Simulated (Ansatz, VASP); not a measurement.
**One calculation of CsBi3, two programs**

```
Cs Bi
1.0
    -2.70025    2.70025    5.00243
     2.70025   -2.70025    5.00243
     2.70025    2.70025   -5.00243
Cs Bi
1 3
Direct
  0.00000 0.00000 0.00000
  0.50000 0.50000 0.00000
  0.25000 0.75000 0.50000
  0.75000 0.25000 0.50000
```

Alike in both runs: functional PBE; k mesh 14 × 14 × 14; occupations gaussian, width 0.1 eV; no spin polarisation.

Ansatz relaxed the structure, and its values are those at the end. VASP's run is a single point on that final structure, the one shown.

```csv
,VASP,Ansatz
version,VASP 6.6.1,Ansatz 0.2.0
potentials or method,"VASP PAW PBE potentials, release 64 (Cs_sv, Bi_d), cutoff 520 eV","scalar-relativistic, plane waves, PAW"
valence electrons in the cell,54,54
```

```tsv
	VASP	Ansatz	Ansatz less VASP
gap on the k mesh at the Fermi level (eV)	none	none	-
pressure (GPa)	0.0	0.0	-0.02
```

A gap of «none» marks a metal or a gap that the smearing closes. With one functional, cell and mesh, what is left measures potentials, basis and numerics.

Spin-orbit coupling is off throughout.
